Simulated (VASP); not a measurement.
# BN (P6_3/mmc) in VASP: notebook

The runs below take BN through density of states, vibrations by perturbation theory, with PBE.

Program: VASP 6.6.1. These are calculated values, not measurements. Logs are shortened: lines on timing, memory, paths and dates and some standing lists are left out, and cuts for length are marked.

### Step 1. The cell of the first run

The structure is hexagonal, space group P6_3/mmc (No. 194). Conventional cell: a = 2.512 Å, b = 2.512 Å, c = 8.334 Å, α = 90.00°, β = 90.00°, γ = 120.00°. Within 1.9 Å of B (site symmetry -6m2) lie 3 N at 1.45 Å. N (site symmetry -6m2) has 3 B at 1.45 Å within 1.9 Å.

### Step 2. Density of states, PBE

The input, POSCAR:

```
BN
1.0
    2.5121913017      0.0000000000      0.0000000000
   -1.2560956508      2.1756214864      0.0000000000
    0.0000000000      0.0000000000      8.3340611808
B N
2 2
Direct
    0.6666666667      0.3333333333      0.2500000000
    0.3333333333      0.6666666667      0.7500000000
    0.3333333333      0.6666666667      0.2500000000
    0.6666666667      0.3333333333      0.7500000000
```

The input, INCAR.step1:

```
PREC = Accurate
ENCUT = 520
EDIFF = 1E-6
ISMEAR = 0
SIGMA = 0.02
LREAL = F
LASPH = T
NELM = 80
ALGO = Normal
ISIF = 2
LWAVE = F
LCHARG = T
GGA = PE
NBANDS = 16
```

The input, KPOINTS.step1:

```
Automatic mesh
0
Gamma
  12 12 4
```

The input, INCAR.step2:

```
PREC = Accurate
ENCUT = 520
EDIFF = 1E-6
ISMEAR = -5
SIGMA = 0.02
LREAL = F
LASPH = T
NELM = 80
ALGO = Normal
ISIF = 2
LWAVE = F
LCHARG = F
GGA = PE
LORBIT = 11
NEDOS = 2001
ICHARG = 11
```

The input, KPOINTS.step2:

```
Automatic mesh
0
Gamma
  18 18 6
```

Potentials or basis: VASP PAW PBE potentials, release 64 (B, N).

Run with:

```
$ cat potpaw_PBE.64/B/POTCAR potpaw_PBE.64/N/POTCAR > POTCAR
$ cp INCAR.step1 INCAR
$ cp KPOINTS.step1 KPOINTS
$ mpirun -np 1 vasp_std > vasp.out
$ cp INCAR.step2 INCAR
$ cp KPOINTS.step2 KPOINTS
$ mpirun -np 1 vasp_std > vasp.out
```

OUTCAR:

```text
PREC = Accurate
   ENCUT = 520
   EDIFF = 1E-6
   ISMEAR = -5
   LREAL = F
   LASPH = T
   NELM = 80
   ISIF = 2
   GGA = PE
   LORBIT = 11
   ICHARG = 11

 ion  position               nearest neighbor table
   1  0.667  0.333  0.250-   3 1.45   3 1.45   3 1.45
   2  0.333  0.667  0.750-   4 1.45   4 1.45   4 1.45
   3  0.333  0.667  0.250-   1 1.45   1 1.45   1 1.45
   4  0.667  0.333  0.750-   2 1.45   2 1.45   2 1.45

  LATTYP: Found a hexagonal cell.
 ALAT       =     2.5121913017
 C/A-ratio  =     3.3174468740

  Lattice vectors:

 A1 = (   2.5121913017,   0.0000000000,   0.0000000000)
 A2 = (  -1.2560956508,   2.1756214864,   0.0000000000)
 A3 = (   0.0000000000,   0.0000000000,   8.3340611808)

Analysis of symmetry for initial positions (statically):
=====================================================================
 Subroutine PRICEL returns:
 Original cell was already a primitive cell.

 Routine SETGRP: Setting up the symmetry group for a
 hexagonal supercell.

 Subroutine GETGRP returns: Found 24 space group operations
 (whereof 12 operations were pure point group operations)
 out of a pool of 24 trial point group operations.

The static configuration has the point symmetry D_3d.
 The point group associated with its full space group is D_6h.

Analysis of symmetry for dynamics (positions and initial velocities):
=====================================================================
 Subroutine PRICEL returns:
 Original cell was already a primitive cell.

 Routine SETGRP: Setting up the symmetry group for a
 hexagonal supercell.

 Subroutine GETGRP returns: Found 24 space group operations
 (whereof 12 operations were pure point group operations)
 out of a pool of 24 trial point group operations.

The dynamic configuration has the point symmetry D_3d.
 The point group associated with its full space group is D_6h.

 Subroutine INISYM returns: Found 24 space group operations
 (whereof 12 operations are pure point group operations),
 and found     1 'primitive' translations

----------------------------------------------------------------------------------------

                                     Primitive cell

  volume of cell :      45.5505

  direct lattice vectors                    reciprocal lattice vectors
     2.512191302  0.000000000  0.000000000     0.398058858  0.229819389  0.000000000
    -1.256095651  2.175621486  0.000000000     0.000000000  0.459638777  0.000000000
     0.000000000  0.000000000  8.334061181     0.000000000  0.000000000  0.119989520

  length of vectors
     2.512191302  2.512191302  8.334061181     0.459638777  0.459638777  0.119989520

  position of ions in fractional coordinates (direct lattice)
     0.666666667  0.333333333  0.250000000
     0.333333333  0.666666667  0.750000000
     0.333333333  0.666666667  0.250000000
     0.666666667  0.333333333  0.750000000

  ion indices of the primitive-cell ions
   primitive index   ion index
                 1           1
                 2           2
                 3           3
                 4           4

----------------------------------------------------------------------------------------

 KPOINTS: Automatic mesh

Automatic generation of k-mesh.
 Grid dimensions read from file:
 generate k-points for:   18   18    6

 Generating k-lattice:

  Cartesian coordinates                     Fractional coordinates (reciprocal lattice)
     0.022114381  0.012767744  0.000000000     0.055555556 -0.000000000  0.000000000
     0.000000000  0.025535488  0.000000000     0.000000000  0.055555556  0.000000000
     0.000000000  0.000000000  0.019998253     0.000000000  0.000000000  0.166666667

  Length of vectors
     0.025535488  0.025535488  0.019998253

  Shift w.r.t. Gamma in fractional coordinates (k-lattice)
     0.000000000  0.000000000  0.000000000

 TETIRR: Found   1977 inequivalent tetrahedra from    11664

 Subroutine IBZKPT returns following result:
 ===========================================

 Found    148 irreducible k-points:

 Following reciprocal coordinates:
            Coordinates               Weight
  0.000000  0.000000  0.000000      1.000000
  0.055556  0.000000  0.000000      6.000000
  0.111111  0.000000  0.000000      6.000000
  0.166667  0.000000  0.000000      6.000000
  0.222222  0.000000  0.000000      6.000000
  0.277778  0.000000  0.000000      6.000000
[... 16 lines left out ...]
  0.333333  0.111111  0.000000     12.000000
  0.388889  0.111111  0.000000     12.000000
 [... further k-points ...]
   k-points           NKPTS =    148   k-points in BZ     NKDIM =    148   number of bands    NBANDS=     12
   number of dos      NEDOS =   2001   number of ions     NIONS =      4
   total plane-waves  NPLWV =  25600
   dimension x,y,z NGX =    20 NGY =   20 NGZ =   64
   dimension x,y,z NGXF=    40 NGYF=   40 NGZF=  128
   ions per type =               2   2
   NGX,Y,Z   is equivalent  to a cutoff of  13.24, 13.24, 12.77 a.u.
   NGXF,Y,Z  is equivalent  to a cutoff of  26.47, 26.47, 25.53 a.u.
 SYSTEM =  unknown system
   PREC   = accura    normal or accurate (medium, high low for compatibility)
   ISTART =      0    job   : 0-new  1-cont  2-samecut
   ICHARG =     11    charge: 1-file 2-atom 10-const
   ISPIN  =      1    spin polarized calculation?
   LNONCOLLINEAR =      F non collinear calculations
   LSORBIT =      F    spin-orbit coupling
   LASPH  =      T    aspherical Exc in radial PAW
   ENCUT  =  520.0 eV  38.22 Ry    6.18 a.u.   4.67  4.67 15.50*2*pi/ulx,y,z
   NELM   =     80;   NELMIN=  2; NELMDL=  0     # of ELM steps
   EDIFF  = 0.1E-05   stopping-criterion for ELM
   LREAL  =      F    real-space projection
   EDIFFG = 0.1E-04   stopping-criterion for IOM
   NSW    =      0    number of steps for IOM
   IBRION =     -1    ionic relax: 0-MD 1-quasi-New 2-CG
   NFREE  =      0    steps in history (QN), initial steepest desc. (CG)
   ISIF   =      2    stress and relaxation
   ISYM   =      2    0-nonsym 1-usesym 2-fastsym
   POTIM  = 0.5000    time-step for ionic-motion
   TEBEG  =    0.0;   TEEND  =   0.0 temperature during run
   PSTRESS=    0.0 pullay stress
   NELECT =      16.0000    total number of electrons
   NUPDOWN=      -1.0000    fix difference up-down
   EMIN   =  10.00;   EMAX   =-10.00  energy-range for DOS
   EFERMI =   0.00;   METHOD = LEGACY
   ISMEAR =    -5;   SIGMA  =   0.02  broadening in eV -4-tet -1-fermi 0-gaus
   EFERMI_NEDOS =   21; number of points for ismear=-14 and -15
   IALGO  =     38    algorithm
   IMIX   =      4    mixing-type and parameters
     AMIX     =   0.40;   BMIX     =  1.00
     AMIX_MAG =   1.60;   BMIX_MAG =  1.00
  volume/ion in A,a.u.               =      11.39        76.85
  Fermi-wavevector in a.u.,A,eV,Ry     =   1.155094  2.182811 18.153460  1.334242
  Thomas-Fermi vector in A             =   2.291725
   LORBIT       =     11    0 simple, 1 ext, 2 COOP (PROOUT), +10 PAW based schemes
   GGA     = PE    functional components
   LHFCALC =     F    Hartree Fock is set to
   AEXX    =    0.0000 exact exchange contribution
   IVDW    =     0    specifies the selected vdW correction
   LEPSILON=     F    determine dielectric tensor
   LRPA    =     F    only Hartree local field effects (RPA)
 non-spin polarized calculation
 Fermi weights with tetrahedron method with Bloechl corrections
  energy-cutoff  :      520.00
  volume of cell :       45.55
 maximum number of plane-waves:      1267
 NGX is ok and might be reduce to    20

 number of electron      15.9999998 magnetization

 Free energy of the ion-electron system (eV)
  ---------------------------------------------------
  ext. energy  EPLUGINS =         0.00000000
  ---------------------------------------------------
  free energy    TOTEN  =       -35.20719402 eV

  energy without entropy =      -35.20719402  energy(sigma->0) =      -35.20719402

 E-fermi :   0.6162     XC(G=0):  -8.5870

 val. band max:        0.6096995109   @ k =   0.3333   0.3333   0.5000
 cond. band min:       5.0093075858   @ k =   0.0000   0.0000   0.0000
 fundamental gap:      4.3996080748
 Fermi energy:         0.6161926967

 k-point     1 :       0.0000    0.0000    0.0000
  band No.  band energies     occupation
      1     -17.0213      2.00000
      2     -16.9799      2.00000
      3      -4.8819      2.00000
      4      -4.2749      2.00000
      5      -0.7405      2.00000
      6      -0.7405      2.00000
      7      -0.7376      2.00000
      8      -0.7376      2.00000
      9       5.0093      0.00000
     10       8.3856      0.00000
     11      10.6975      0.00000
     12      12.1167      0.00000

 k-point     2 :       0.0556    0.0000    0.0000
  band No.  band energies     occupation
      1     -16.9618      2.00000
      2     -16.9209      2.00000
      3      -4.8011      2.00000
      4      -4.1973      2.00000
      5      -0.9940      2.00000
      6      -0.9934      2.00000
      7      -0.8578      2.00000
      8      -0.8547      2.00000
      9       5.1174      0.00000
     10       8.4343      0.00000
     11      10.8098      0.00000
     12      12.1286      0.00000

 k-point     3 :       0.1111    0.0000    0.0000
  band No.  band energies     occupation
      1     -16.7854      2.00000
      2     -16.7456      2.00000
      3      -4.5603      2.00000
      4      -3.9663      2.00000
      5      -1.6966      2.00000
      6      -1.6920      2.00000
      7      -1.1767      2.00000
      8      -1.1731      2.00000
      9       5.4254      0.00000
     10       8.5641      0.00000
     11      11.0156      0.00000
     12      11.9726      0.00000
[... 286 lines left out ...]
 k-point    23 :       0.3333    0.1111    0.0000
  band No.  band energies     occupation
      1     -14.4177      2.00000
      2     -14.3970      2.00000
      3      -7.1643      2.00000
      4      -7.1559      2.00000
      5      -3.9127      2.00000
      6      -3.9065      2.00000
      7      -1.1902      2.00000
      8      -0.8124      2.00000
      9       6.4469      0.00000
     10       6.7134      0.00000
     11       9.5909      0.00000
     12      11.5557      0.00000

 k-point    24 :       0.3889    0.1111    0.0000
  band No.  band energies     occupation
      1     -14.0010      2.00000
      2     -13.9877      2.00000
      3      -7.8457      2.00000
      4      -7.8360      2.00000
      5      -4.1108      2.00000
      6      -4.1045      2.00000
      7      -0.5209      2.00000
      8      -0.2377      2.00000
      9       5.5977      0.00000
     10       5.9262      0.00000
     11      10.5011      0.00000
     12      11.4960      0.00000

 [... further k-points ...]
[... 5 lines left out ...]
  --------------------------------------------------------------------------------------
  -------------------------------------------------------------------------------------
  Total        0.0333396      0.0333396     -0.0225873      0.0000000     -0.0000000     -0.0000000
  in kB        1.1726750      1.1726750     -0.7944779      0.0000000     -0.0000000     -0.0000000
  external PRESSURE =       0.5169574 kB  Pullay stress =       0.0000000 kB

 VOLUME and BASIS-vectors are now :
 -----------------------------------------------------------------------------
  energy-cutoff  :      520.00
  volume of cell :       45.55
      direct lattice vectors                 reciprocal lattice vectors
     2.512191302  0.000000000  0.000000000     0.398058858  0.229819389  0.000000000
    -1.256095651  2.175621486  0.000000000     0.000000000  0.459638777  0.000000000
     0.000000000  0.000000000  8.334061181     0.000000000  0.000000000  0.119989520

 POSITION                                       TOTAL-FORCE (eV/Angst)
 -----------------------------------------------------------------------------------
      1.25610      0.72521      2.08352         0.000000      0.000000      0.000000
     -0.00000      1.45041      6.25055         0.000000     -0.000000      0.000000
     -0.00000      1.45041      2.08352         0.000000     -0.000000     -0.000000
      1.25610      0.72521      6.25055        -0.000000      0.000000     -0.000000
 -----------------------------------------------------------------------------------
    total drift:                               -0.000000      0.000000      0.000000

  FREE ENERGIE OF THE ION-ELECTRON SYSTEM (eV)
  ---------------------------------------------------
  free  energy   TOTEN  =       -35.2071940158 eV

  energy  without entropy=      -35.2071940158  energy(sigma->0) =      -35.20719402

 total charge

# of ion       s       p       d       tot
------------------------------------------
    1        0.740   1.414   0.000   2.154
    2        0.740   1.414   0.000   2.154
    3        1.224   2.787   0.000   4.011
    4        1.224   2.787   0.000   4.011
--------------------------------------------------
tot          3.928   8.403   0.000  12.331
```

Run time: 31 s. Hardware: 1 thread of Intel Xeon 6975P-C (Granite Rapids), shared host; peak memory 0.2 GiB.

What came out:

- Valence electrons inside the program's atomic spheres: B 2.15; N 4.01

Levels at points of the mesh, in eV from the valence-band top:
```
           k point  band 6  band 7  band 8  band 9  band 10  band 11
(0.00, 0.00, 0.00)   -1.35   -1.35   -1.35    4.40     7.78    10.09
(0.50, 0.00, 0.00)   -4.12   -1.02   -0.78    4.58     5.01     9.43
(0.00, 0.00, 0.50)   -1.35   -1.35   -1.35    5.69     5.69    11.52
(0.50, 0.00, 0.50)   -4.12   -0.90   -0.90    4.77     4.77     9.69
```

Caveat: this functional lacks dispersion, which binds the layers, so the pressure and a relaxed spacing across them are unreliable.

### Step 3. Vibrations by perturbation theory, PBE

This run uses another cell than the first one, of 11.60 Å³/atom, 1.019 times its volume.

The input, INCAR:

```
SYSTEM = BN
ALGO = Normal
EDIFF = 1E-8
ENCUT = 520
GGA = PE
IBRION = 8
ISIF = 2
ISMEAR = 0
LASPH = .True.
LCHARG = .False.
LEPSILON = .True.
LREAL = .False.
LWAVE = .False.
NBANDS = 16
NELM = 60
NSW = 1
PREC = Accurate
SIGMA = 0.01
```

The input, KPOINTS:

```
k-points
0
Gamma
  12 12 4
  0 0 0
```

The input, POSCAR:

```
BN
1.0
    2.5121454896      0.0000000000      0.0000000000
   -1.2560727448      2.1755818120      0.0000000000
    0.0000000000      0.0000000000      8.4919950728
B N
2 2
Direct
    0.6666666667      0.3333333333      0.2500000000
    0.3333333333      0.6666666667      0.7500000000
    0.3333333333      0.6666666667      0.2500000000
    0.6666666667      0.3333333333      0.7500000000
```

Potentials or basis: VASP PAW PBE potentials, release 64 (B, N).

Run with:

```
$ cat potpaw_PBE.64/B/POTCAR potpaw_PBE.64/N/POTCAR > POTCAR
$ mpirun -np 1 vasp_std > vasp.out
```

OUTCAR:

```text
SYSTEM = BN
   EDIFF = 1E-8
   ENCUT = 520
   GGA = PE
   IBRION = 8
   ISIF = 2
   ISMEAR = 0
   LASPH = .True.
   LEPSILON = .True.
   LREAL = .False.
   NELM = 60
   NSW = 1
   PREC = Accurate

 ion  position               nearest neighbor table
   1  0.667  0.333  0.250-   3 1.45   3 1.45   3 1.45
   2  0.333  0.667  0.750-   4 1.45   4 1.45   4 1.45
   3  0.333  0.667  0.250-   1 1.45   1 1.45   1 1.45
[... 888 lines left out ...]
  12 f/i=    0.002662 THz     0.016726 2PiTHz    0.088795 cm-1     0.011009 meV
             X         Y         Z           dx          dy          dz
      1.256073  0.725194  2.122999     0.413401    0.216774    0.000000
     -0.000000  1.450388  6.368996     0.413401    0.216774    0.000000
     -0.000000  1.450388  2.122999     0.470392    0.246658    0.000000
      1.256073  0.725194  6.368996     0.470392    0.246658    0.000000

--------------------------------------------------------------------------------------------------------

 MACROSCOPIC STATIC DIELECTRIC TENSOR IONIC CONTRIBUTION
 ------------------------------------------------------
           1.424145     0.000000     0.000000
           0.000000     1.424145     0.000000
           0.000000     0.000000     0.131796
 ------------------------------------------------------

 ELASTIC MODULI CONTR FROM IONIC RELAXATION (kBar)
 Direction    XX          YY          ZZ          XY          YZ          ZX
 --------------------------------------------------------------------------------
 XX        -949.3035    949.3035     -0.0000     -0.0000      0.0000      0.0000
 YY         949.3035   -949.3035      0.0000      0.0000     -0.0000      0.0000
 ZZ          -0.0000      0.0000     -0.0000     -0.0000     -0.0000      0.0000
 XY          -0.0000      0.0000     -0.0000   -949.3035     -0.0000      0.0000
 YZ           0.0000     -0.0000     -0.0000     -0.0000     -0.0000      0.0000
 ZX           0.0000      0.0000      0.0000      0.0000      0.0000      0.0000
 --------------------------------------------------------------------------------

 PIEZOELECTRIC TENSOR IONIC CONTR  for field in x, y, z        (C/m^2)
          XX          YY          ZZ          XY          YZ          ZX
  --------------------------------------------------------------------------------
  x    -0.00000     0.00000    -0.00000     0.00000    -0.00000     0.00000
  y     0.00000    -0.00000    -0.00000     0.00000    -0.00000     0.00000
  z     0.00000    -0.00000     0.00000     0.00000     0.00000     0.00000
```

OSZICAR:

```text
N       E                     dE             d eps       ncg     rms          rms(c)
DAV:   1     0.611014273689E+02    0.61101E+02   -0.77123E+03  1832   0.895E+02
DAV:   2    -0.345112862575E+02   -0.95613E+02   -0.84735E+02  2488   0.214E+02
DAV:   3    -0.388967194072E+02   -0.43854E+01   -0.43639E+01  2440   0.481E+01
DAV:   4    -0.389382135077E+02   -0.41494E-01   -0.41480E-01  2304   0.516E+00
[... 182 lines left out ...]
RMM:   9    -0.273791206295E+00    0.60194E-06    0.74165E-09  3840   0.173E-04    0.250E-05
RMM:  10    -0.273791218517E+00   -0.12223E-07    0.22498E-08  4128   0.616E-05    0.330E-06
RMM:  11    -0.273791247206E+00   -0.28688E-07    0.32317E-08  3889   0.328E-05    0.153E-06
RMM:  12    -0.273791222196E+00    0.25009E-07    0.16173E-08  3790   0.303E-05    0.240E-07
RMM:  13    -0.273791219619E+00    0.25774E-08    0.35304E-08  3074   0.278E-05    0.193E-07
 Linear response finished
```

stdout:

```text
POSCAR found type information on POSCAR B N
 POSCAR found :  2 types and       4 ions
 scaLAPACK will be used
 LDA part: xc-table for (Slater+PW92), standard interpolation
 POSCAR, INCAR and KPOINTS ok, starting setup
 FFT: planning ... GRIDC
 FFT: planning ... GRID_SOFT
 FFT: planning ... GRID
 WAVECAR not read
[... 32 lines left out ...]
 first order change of Fermi-energy   0.53880E-04
 force on displaced ion       1 direction 3 :  -0.000  -0.000 -13.982
 Born effective charge ion    1 direction 3 :   0.000  -0.000   0.479
 Linear response progress:
 first order change of Fermi-energy   0.50659E-04
 force on displaced ion       3 direction 1 : -40.290   0.001   0.000
 Born effective charge ion    3 direction 1 :  -2.712   0.001   0.000
 Linear response progress:
 first order change of Fermi-energy  -0.23801E-04
 force on displaced ion       3 direction 3 :  -0.000   0.000 -13.987
 Born effective charge ion    3 direction 3 :   0.000   0.000  -0.478
 Born effective charges drift removed
 Linear response finished
```

It took 6.6 min on 1 thread of Intel Xeon 6975P-C (Granite Rapids), shared host; peak memory 0.46 GiB.

Results:

* Electronic dielectric tensor (diagonal): 3.97, 3.97, 1.97
* Born charges (mean of the diagonal): B +1.97; N -1.97 e
* Highest phonon frequency at Γ, LO-TO splitting left out: 1340 cm⁻¹

Phonon frequencies in cm⁻¹ (negative: imaginary):
```csv
q point,frequencies
"(0.000, 0.000, 0.000)",0 0 0 8 8 24 777 802 1340 1340 1340 1340
```

Electronic dielectric tensor:
```
3.97 0.00 0.00
0.00 3.97 0.00
0.00 0.00 1.97
```

Born effective charge tensors (e):
atom 1, B
```
2.71 0.00 0.00
0.00 2.71 0.00
0.00 0.00 0.48
```
atom 2, B
```
2.71 0.00 0.00
0.00 2.71 0.00
0.00 0.00 0.48
```
atom 3, N
```
-2.71  0.00  0.00
 0.00 -2.71  0.00
 0.00  0.00 -0.48
```
atom 4, N
```
-2.71  0.00  0.00
 0.00 -2.71  0.00
 0.00  0.00 -0.48
```

Caveat: this functional lacks dispersion, which binds the layers, so the pressure and a relaxed spacing across them are unreliable.
